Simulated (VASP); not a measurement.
**Si: single point with r2SCAN**

The system is Si.

```
Si
1.0
     0.00000    2.75856    2.75856
     2.75856    0.00000    2.75856
     2.75856    2.75856    0.00000
Si
2
Cartesian
  2.7586 2.7586 2.7586
  4.1378 4.1378 4.1378
```

This cell differs from its parent crystal: volume scaled by 1.04.

| Item | Value |
| --- | --- |
| Program | VASP 6.6.1 |
| Task | single point |
| Functional | r2SCAN |
| Potentials or basis | VASP PAW PBE potentials, release 64 (Si) |
| Cutoff | 520 eV |
| k mesh | 9 × 9 × 9 |
| Occupations | fermi-dirac, width 0.05 eV |
| Spin | no spin polarisation |
| Dipole correction | no |
| Further INCAR settings | ALGO = Normal; EDIFF = 1e-06; NBANDS = 11 |

```json
{
 "Pressure": "-3.8 GPa",
 "Band gap on the k mesh": "0.87 eV, indirect (least direct gap 2.73 eV)"
}
```

Levels at points of the mesh, in eV from the valence-band top:
| k point | band 2 | band 3 | band 4 | band 5 | band 6 | band 7 |
| --- | --- | --- | --- | --- | --- | --- |
| (0.00, 0.00, 0.00) | 0.00 | 0.00 | 0.00 | 2.73 | 2.73 | 2.73 |

Wall time 2.5 min on 1 thread of AMD EPYC 7R13, with other jobs on the host, peak memory 0.13 GiB.

Caveat: the PAW data sets were made with another functional, which shifts forces and pressure a little. A k mesh can miss the band edges.
